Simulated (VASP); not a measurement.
Nb: single point with PBE

Nb:

```
CELL_PARAMETERS angstrom
2.05447 0.00000 0.00000
0.00000 2.05447 0.00000
0.00000 0.00000 2.05447
ATOMIC_POSITIONS crystal
Nb 0.00000 0.00000 0.00000
```

This cell differs from its parent crystal: volume scaled by 0.43.

```yaml
Program: VASP 6.6.1
Task: single point
Functional: PBE
Potentials_or_basis: VASP PAW PBE potentials, release 64 (Nb_sv)
Cutoff: 520 eV
k_mesh: 16 × 16 × 16
Occupations: fermi-dirac, width 0.1 eV
Spin: no spin polarisation
```

```json
{
  "Pressure": "587.4 GPa"
}
```

Levels at points of the mesh, in eV from the Fermi level:
```csv
k point,band 3,band 4,band 5,band 6,band 7,band 8,band 9,band 10,band 11,band 12
"(0.00, 0.00, 0.00)",-28.25,-28.25,-8.98,-8.98,-5.38,12.01,12.01,12.01,24.01,24.01
"(0.50, 0.00, 0.00)",-26.91,-26.91,-6.55,-1.46,1.61,1.61,3.05,13.34,13.47,23.45
"(0.50, 0.50, 0.00)",-36.57,-25.69,-13.42,-1.29,3.90,3.90,12.09,12.09,18.86,22.55
"(0.50, 0.50, 0.50)",-34.81,-34.81,-9.56,-9.56,-9.56,3.43,19.85,19.85,32.22,32.22
```

Wall time 15 s on 1 thread of AMD EPYC 7R43 64-Core Processor (Zen 3), with other jobs on the host, peak memory 0.09 GiB.
